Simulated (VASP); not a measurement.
# La16HO24 (a cell with a defect) in VASP: notebook

La16HO24 (a cell with a defect) is run at these levels: PBE; tasks: single point.

Program: VASP 6.6.1. These are calculated values, not measurements. Logs are shortened: lines on timing, memory, paths and dates and some standing lists are left out, and cuts for length are marked.

### 1 The cell of the first run

The cell holds a defect, 41 atoms: a = 7.881 Å, b = 7.881 Å, c = 12.376 Å, α = 90.00°, β = 90.00°, γ = 120.00°.

### 2 Single point, PBE

File INCAR:

```
SYSTEM = La16HO24
PREC     = Accurate       ! precision mode
ENCUT    = 520            ! plane-wave cutoff, eV
EDIFF    = 1E-7           ! SCF threshold, eV
ISMEAR   = -1             ! smearing method
SIGMA    = 0.01           ! smearing width, eV
LREAL    = Auto         
LASPH    = .TRUE.         ! aspherical terms in the spheres
NELM     = 100            ! most SCF steps
ALGO     = Normal         ! electronic algorithm
ISIF     = 2              ! what is computed and relaxed
LWAVE    = .FALSE.        ! write WAVECAR
LCHARG   = .FALSE.        ! write CHGCAR
GGA      = PE             ! functional
NBANDS   = 186            ! bands
NELECT   = 320.0
```

File KPOINTS:

```
Automatic mesh
0
Gamma
  1 1 1
  0.25 0.25 0.25
```

File POSCAR:

```
La16HO24
1.0
    7.8811453700     -0.0000000600      0.0000000000
   -3.9405726400      6.8252721300      0.0000000000
    0.0000000000      0.0000000000     12.3757188400
La O H
16 24 1
Direct
    0.3425535371      0.1679467131      0.3762316404
    0.1707465510      0.3295090609      0.1250211822
    0.3383422973      0.1614404524      0.8770349537
    0.1745814510      0.3365599154      0.6267298975
    0.3514919289      0.6743385368      0.3730315838
    0.1702653047      0.8323000024      0.1243155262
    0.3354443636      0.6630195740      0.8741013059
    0.1711045943      0.8341554596      0.6212401154
    0.8512065242      0.1866262659      0.4001671389
    0.6673773638      0.3293369110      0.1248088309
    0.8406720655      0.1647995903      0.8762341113
    0.6705476343      0.3367826215      0.6267021819
    0.8393302483      0.6735746155      0.3732817511
    0.6567233018      0.8050669533      0.1034224368
    0.8437026228      0.6627349012      0.8742143499
    0.6711427904      0.8329037923      0.6257438538
    0.3390248970      0.1641361691      0.1789983296
    0.1708283369      0.3372354928      0.3255886023
    0.0055661508     -0.0023911134      0.0005969754
    0.3400818452      0.1656798438      0.6759743097
    0.1723221243      0.3327193359      0.8230944911
    0.0037276856      0.0009791551      0.5011790491
    0.3396949839      0.6613134150      0.1741020484
    0.1721409546      0.8346218146      0.3231715306
   -0.0029776086      0.4817236496      0.0030710943
    0.3402561735      0.6667909988      0.6781551123
    0.1711985754      0.8316839098      0.8226456282
    0.0054730943      0.5012822837      0.5020815421
    0.8294883158      0.1454786023      0.1811771929
    0.6758888801      0.3372242156      0.3246360920
    0.5020766374     -0.0037903206      0.0004731038
    0.8408209659      0.1670176703      0.6756704890
    0.6699159711      0.3323375240      0.8237324338
    0.5114349310      0.0026585066      0.4996236647
    0.8358983657      0.6612101267      0.1734025334
    0.6851957635      0.8602707598      0.3133255571
    0.4994732022      0.4901855877      0.0068369362
    0.8415953210      0.6665110143      0.6787941055
    0.6696203110      0.8286440354      0.8286360681
    0.5163360487      0.5178499793      0.4964927758
   -0.2277258944      0.0324293277      0.2367245118
```

Potentials or basis: VASP PAW PBE potentials, release 64 (La, O, H).

On the command line:

```
$ cat potpaw_PBE.64/La/POTCAR potpaw_PBE.64/O/POTCAR potpaw_PBE.64/H/POTCAR > POTCAR
$ mpirun -np 1 vasp_std > vasp.out
```

OUTCAR:

```text
SYSTEM = La16HO24
   PREC = Accurate
   ENCUT = 520
   EDIFF = 1E-7
   ISMEAR = -1
   LREAL = Auto
   LASPH = .TRUE.
   NELM = 100
   ISIF = 2
   GGA = PE
   NELECT = 320.0

 ion  position               nearest neighbor table
   1  0.343  0.168  0.376-  30 2.36  24 2.37  18 2.41  17 2.44  34 2.74  22 2.78  40 2.81
   2  0.171  0.330  0.125-  23 2.34  17 2.37  29 2.43  18 2.48  37 2.68  25 2.69  19 2.74
   3  0.338  0.161  0.877-  27 2.35  33 2.36  21 2.40  20 2.49  31 2.72  19 2.74  37 2.76
   4  0.175  0.337  0.627-  26 2.34  32 2.36  20 2.38  21 2.43  28 2.75  22 2.77   9 3.57
   5  0.351  0.674  0.373-  18 2.38  36 2.40  24 2.40  23 2.46  40 2.67  34 2.73
   6  0.170  0.832  0.124-  35 2.36  17 2.36  23 2.40  24 2.46  19 2.72  31 2.73  25 2.82
   7  0.335  0.663  0.874-  21 2.34  39 2.35  27 2.36  26 2.43  31 2.76  25 2.81  37 2.83  14 3.59
[... 22 lines left out ...]
  26  0.340  0.667  0.678-   4 2.34  16 2.35   8 2.40   7 2.43
  27  0.171  0.832  0.823-  15 2.32   3 2.35   7 2.36   8 2.49
  28  0.005  0.501  0.502-   9 2.49   8 2.71   4 2.75  12 2.76  13 2.81
  29  0.829  0.145  0.181-  41 1.03   2 2.43  10 2.46  14 2.51   9 2.72
  30  0.676  0.337  0.325-   1 2.36  13 2.37   9 2.41  10 2.47
  31  0.502  0.996  0.000-  14 2.69   3 2.72   6 2.73  10 2.75   7 2.76  11 2.78
  32  0.841  0.167  0.676-   4 2.36  16 2.36  12 2.40  11 2.48
  33  0.670  0.332  0.824-  15 2.34   3 2.36  11 2.40  12 2.44
  34  0.511  0.003  0.500-   9 2.63   5 2.73  16 2.74   1 2.74   8 2.77  12 2.77
  35  0.836  0.661  0.173-  10 2.34   6 2.36  14 2.37  13 2.48
  36  0.685  0.860  0.313-   5 2.40  13 2.45   9 2.47  14 2.62
  37  0.499  0.490  0.007-  14 2.46  10 2.68   2 2.68   3 2.76   7 2.83
  38  0.842  0.667  0.679-  12 2.34   8 2.36  16 2.39  15 2.42
  39  0.670  0.829  0.829-   7 2.35  11 2.37  15 2.39  16 2.51
  40  0.516  0.518  0.496-   5 2.67  16 2.68  13 2.68  12 2.80   1 2.81
  41  0.772  0.032  0.237-  29 1.03  14 2.26   9 2.28

  LATTYP: Found a hexagonal cell.
 ALAT       =     7.8811453700
 C/A-ratio  =     1.5702944507

  Lattice vectors:

 A1 = (   7.8811453700,  -0.0000000600,   0.0000000000)
 A2 = (  -3.9405726400,   6.8252721300,   0.0000000000)
 A3 = (   0.0000000000,   0.0000000000,  12.3757188400)

Analysis of symmetry for initial positions (statically):
=====================================================================
 Subroutine PRICEL returns:
 Original cell was already a primitive cell.

 Routine SETGRP: Setting up the symmetry group for a
 hexagonal supercell.

 Subroutine GETGRP returns: Found  1 space group operations
 (whereof  1 operations were pure point group operations)
 out of a pool of 24 trial point group operations.

The static configuration has the point symmetry C_1 .

Analysis of symmetry for dynamics (positions and initial velocities):
[... 181 lines left out ...]
   NELECT =     320.0000    total number of electrons
   NUPDOWN=      -1.0000    fix difference up-down
   EMIN   =  10.00;   EMAX   =-10.00  energy-range for DOS
   EFERMI =   0.00;   METHOD = LEGACY
   ISMEAR =    -1;   SIGMA  =   0.01  broadening in eV -4-tet -1-fermi 0-gaus
   EFERMI_NEDOS =   21; number of points for ismear=-14 and -15
   IALGO  =     38    algorithm
   IMIX   =      4    mixing-type and parameters
     AMIX     =   0.40;   BMIX     =  1.00
     AMIX_MAG =   1.60;   BMIX_MAG =  1.00
  volume/ion in A,a.u.               =      16.24       109.57
  Fermi-wavevector in a.u.,A,eV,Ry     =   1.282424  2.423430 22.376289  1.644611
  Thomas-Fermi vector in A             =   2.414736
   LORBIT       =      0    0 simple, 1 ext, 2 COOP (PROOUT), +10 PAW based schemes
   GGA     = PE    functional components
   LHFCALC =     F    Hartree Fock is set to
   AEXX    =    0.0000 exact exchange contribution
   IVDW    =     0    specifies the selected vdW correction
   LEPSILON=     F    determine dielectric tensor
   LRPA    =     F    only Hartree local field effects (RPA)
 non-spin polarized calculation
  energy-cutoff  :      520.00
  volume of cell :      665.70
 maximum number of plane-waves:     17910
 NGX is ok and might be reduce to    60
   NGX = 29   NGY = 29   NGZ = 47

 number of electron     320.0000002 magnetization

 Free energy of the ion-electron system (eV)
  ---------------------------------------------------
  ext. energy  EPLUGINS =         0.00000000
  ---------------------------------------------------
  free energy    TOTEN  =      -345.56637258 eV

  energy without entropy =     -345.56637258  energy(sigma->0) =     -345.56637258

 E-fermi :   6.0737     XC(G=0): -10.3784

 val. band max:        5.7378025210   @ k =  -0.2500  -0.2500   0.2500
 cond. band min:       9.7372738530   @ k =   0.5000  -0.2500   0.2500
 fundamental gap:      3.9994713320
 Fermi energy:         6.0736804896

 k-point     1 :       0.2500    0.2500    0.2500
  band No.  band energies     occupation
      1     -23.9940      2.00000
      2     -23.9403      2.00000
      3     -23.9104      2.00000
      4     -23.8881      2.00000
      5     -23.8737      2.00000
      6     -23.8467      2.00000
[... 1039 lines left out ...]
    171      10.4261      0.00000
    172      10.4413      0.00000
 [bands above 172 left out]

------------------------ aborting loop because EDIFF is reached ----------------------------------------

  FORCE on cell =-STRESS in cart. coord.  units (eV):
  Direction    XX          YY          ZZ          XY          YZ          ZX
  --------------------------------------------------------------------------------------
  -------------------------------------------------------------------------------------
  Total      -11.4845091    -10.5521346     -7.1116882      2.0775288      4.1609629     -1.2722305
  in kB      -27.6403334    -25.3963418    -17.1160499      5.0000909     10.0143943     -3.0619398
  external PRESSURE =     -23.3842417 kB  Pullay stress =       0.0000000 kB

 VOLUME and BASIS-vectors are now :
 -----------------------------------------------------------------------------
  energy-cutoff  :      520.00
  volume of cell :      665.70
      direct lattice vectors                 reciprocal lattice vectors
     7.881145370 -0.000000060  0.000000000     0.126885111  0.073257152  0.000000000
    -3.940572640  6.825272130  0.000000000     0.000000001  0.146514305  0.000000000
     0.000000000  0.000000000 12.375718840     0.000000000  0.000000000  0.080803387

 POSITION                                       TOTAL-FORCE (eV/Angst)
 -----------------------------------------------------------------------------------
      2.03791      1.14628      4.65614        -0.131165      0.066423     -0.000103
      0.04722      2.24899      1.54723         0.103082     -0.064200      0.022975
      2.03036      1.10188     10.85394        -0.098623      0.060184     -0.021007
      0.04966      2.29711      7.75623         0.143434     -0.074159      0.014652
      0.11288      4.60254      4.61653        -0.141140      0.077588     -0.018604
     -1.93785      5.68067      1.53849         0.132806     -0.061146      0.011512
[... 33 lines left out ...]
      2.02869      3.53447      6.14445        -0.012921      0.010633      0.004955
      5.95861      0.22134      2.92964        -0.004507     -0.071466      0.065509
 -----------------------------------------------------------------------------------
    total drift:                                0.010415      0.000562     -0.013373

  FREE ENERGIE OF THE ION-ELECTRON SYSTEM (eV)
  ---------------------------------------------------
  free  energy   TOTEN  =      -345.5663725795 eV

  energy  without entropy=     -345.5663725795  energy(sigma->0) =     -345.56637258
```

Wall time 37 min (1 thread of Intel Xeon Platinum 8559C (Emerald Rapids), shared host); peak memory 0.99 GiB.

Results:

- Free energy: -345.5664 eV
- Largest force: 0.174 eV/Å

Forces in eV/Å, atoms in the order of the input:
```
La  -0.131  0.066  0.000
La   0.103 -0.064  0.023
La  -0.099  0.060 -0.021
La   0.143 -0.074  0.015
La  -0.141  0.078 -0.019
La   0.133 -0.061  0.012
La  -0.139  0.070 -0.039
La   0.115 -0.066  0.013
La  -0.107  0.067 -0.001
La   0.115 -0.076  0.006
La  -0.139  0.080 -0.002
La   0.130 -0.068  0.001
La  -0.115  0.073 -0.022
La   0.099 -0.049  0.018
La  -0.127  0.064 -0.015
La   0.137 -0.076  0.014
O   -0.124  0.059 -0.010
O    0.123 -0.065 -0.010
O    0.012 -0.004 -0.013
O   -0.133  0.075  0.005
O    0.127 -0.076  0.008
O   -0.009  0.005 -0.006
O   -0.110  0.058 -0.011
O    0.145 -0.078  0.000
O    0.008  0.001  0.000
O   -0.125  0.069 -0.005
O    0.113 -0.066  0.024
O    0.002  0.002  0.011
O   -0.087  0.141 -0.054
O    0.126 -0.074  0.011
O    0.013 -0.011  0.001
O   -0.121  0.066  0.002
O    0.117 -0.062  0.007
O   -0.008 -0.011  0.021
O   -0.126  0.072 -0.009
O    0.103 -0.067 -0.018
O    0.012 -0.005 -0.013
O   -0.137  0.078 -0.003
O    0.120 -0.070  0.011
O   -0.013  0.011  0.005
H   -0.005 -0.071  0.066
```

Levels at points of the mesh, in eV from the Fermi level:
| k point | band 157 | band 158 | band 159 | band 160 | band 161 | band 162 | band 163 | band 164 |
| --- | --- | --- | --- | --- | --- | --- | --- | --- |
| (0.25, 0.25, 0.25) | -0.41 | -0.40 | -0.36 | -0.34 | 3.71 | 3.77 | 3.91 | 3.97 |

Caveat: the cell carries a net charge on a neutralising background, which shifts energy and pressure; the cell is charged against a uniform background, so pressure and absolute levels hang on convention; spin-orbit coupling is left out, which moves the levels of the heavy elements.

### 3 Single point, PBE

File INCAR:

```
PREC = Accurate ; ENCUT = 520
EDIFF = 1E-6 ; ISMEAR = -1
SIGMA = 0.01 ; LREAL = Auto
LASPH = T ; NELM = 60
ALGO = Normal ; ISIF = 2
LWAVE = F ; LCHARG = T
GGA = PE ; LELF = T
LVHAR = T ; NBANDS = 186
NELECT = 320.0
```

KPOINTS is that of step 2.

File POSCAR:

```
La16HO24
1.0
    7.8811453700     -0.0000000600      0.0000000000
   -3.9405726400      6.8252721300      0.0000000000
    0.0000000000      0.0000000000     12.3757188400
La O H
16 24 1
Direct
    0.3471367897      0.1667236118      0.3752409100
    0.1735178131      0.3349135341      0.1246735660
    0.3377025843      0.1601549359      0.8764509068
    0.1741268187      0.3346259265      0.6285969406
    0.3472731479      0.6674857697      0.3756728850
    0.1728098800      0.8342835131      0.1245248878
    0.3375318432      0.6660137404      0.8765996659
    0.1723611276      0.8342206584      0.6217531361
    0.8540642128      0.1701941006      0.3987071025
    0.6648606861      0.3443371920      0.1160567736
    0.8396194281      0.1637748692      0.8778789451
    0.6704318845      0.3337581267      0.6264842552
    0.8387312087      0.6619783013      0.3746582368
    0.6650511876      0.8151614960      0.1159884948
    0.8440878558      0.6660593108      0.8738576837
    0.6706632212      0.8321725394      0.6269256033
    0.3398393242      0.1671452799      0.1762866487
    0.1698037513      0.3319642011      0.3227416566
    0.0001317740     -0.0015067531      0.0036162748
    0.3398158599      0.1641497949      0.6786674058
    0.1723961189      0.3334479515      0.8265064141
    0.0055608970      0.0022185196      0.5026964559
    0.3402218547      0.6629619939      0.1767989422
    0.1729142980      0.8335219317      0.3246836852
    0.0015355063      0.4956060265      0.0030706095
    0.3399244424      0.6650769279      0.6783690797
    0.1709556169      0.8325338392      0.8224777188
    0.0042287286      0.4937671255      0.5012799725
    0.8273563147      0.1589089825      0.1737730978
    0.6773135853      0.3259459840      0.3194953805
    0.4977987682     -0.0051389849     -0.0002672168
    0.8408814576      0.1650567229      0.6784047948
    0.6697636948      0.3337238423      0.8267887411
    0.5106744740      0.0014570892      0.5031870941
    0.8386314174      0.6643631146      0.1770171922
    0.6777759944      0.8464825916      0.3204514462
    0.5030474369      0.4988079545      0.0102069223
    0.8414902041      0.6652382446      0.6779392865
    0.6699715188      0.8304764898      0.8266266495
    0.5130096635      0.5014811081      0.4966395148
   -0.2845096929      0.1037478022      0.2233615708
```

Potentials or basis: VASP PAW PBE potentials, release 64 (La, O, H).

On the command line:

```
$ cat potpaw_PBE.64/La/POTCAR potpaw_PBE.64/O/POTCAR potpaw_PBE.64/H/POTCAR > POTCAR
$ mpirun -np 1 vasp_std > vasp.out
```

Wall time 36 min (1 thread of Intel Xeon Platinum 8559C (Emerald Rapids), shared host); peak memory 0.99 GiB.

Results (log left out):

* Free energy: -345.3950 eV
* Largest force: 0.161 eV/Å

Forces on the atoms (eV/Å):
```
La  -0.132  0.078 -0.001
La   0.111 -0.075  0.020
La  -0.123  0.067 -0.007
La   0.134 -0.077  0.017
La  -0.141  0.074 -0.024
La   0.126 -0.068  0.019
La  -0.129  0.070 -0.021
La   0.116 -0.069  0.012
La  -0.093  0.060  0.009
La   0.093 -0.059 -0.015
La  -0.135  0.075 -0.011
La   0.132 -0.076  0.015
La  -0.137  0.076 -0.002
La   0.103 -0.064  0.017
La  -0.126  0.071 -0.008
La   0.134 -0.074  0.011
O   -0.116  0.058  0.004
O    0.127 -0.068 -0.004
O    0.014 -0.003 -0.017
O   -0.122  0.081 -0.009
O    0.126 -0.081 -0.001
O   -0.012  0.004 -0.022
O   -0.116  0.070  0.002
O    0.131 -0.081  0.000
O    0.002 -0.006  0.000
O   -0.126  0.077 -0.010
O    0.117 -0.067  0.005
O   -0.012  0.001  0.002
O   -0.018  0.108 -0.081
O    0.135 -0.079  0.019
O    0.006 -0.004  0.004
O   -0.129  0.075 -0.007
O    0.121 -0.071  0.004
O    0.000  0.001  0.001
O   -0.108  0.071 -0.001
O    0.117 -0.076 -0.005
O    0.021 -0.003  0.005
O   -0.130  0.073 -0.004
O    0.129 -0.070 -0.001
O   -0.001  0.000  0.002
H   -0.089 -0.022  0.081
```

Levels at points of the mesh, in eV from the Fermi level:
| k point | band 156 | band 157 | band 158 | band 159 | band 160 | band 161 | band 162 | band 163 | band 164 | band 165 |
| --- | --- | --- | --- | --- | --- | --- | --- | --- | --- | --- |
| (0.25, 0.25, 0.25) | -0.32 | -0.32 | -0.30 | -0.26 | -0.24 | 3.78 | 3.89 | 3.99 | 4.04 | 4.10 |

Caveat: the cell carries a net charge on a neutralising background, which shifts energy and pressure; the cell is charged against a uniform background, so pressure and absolute levels hang on convention; spin-orbit coupling is left out, which moves the levels of the heavy elements.
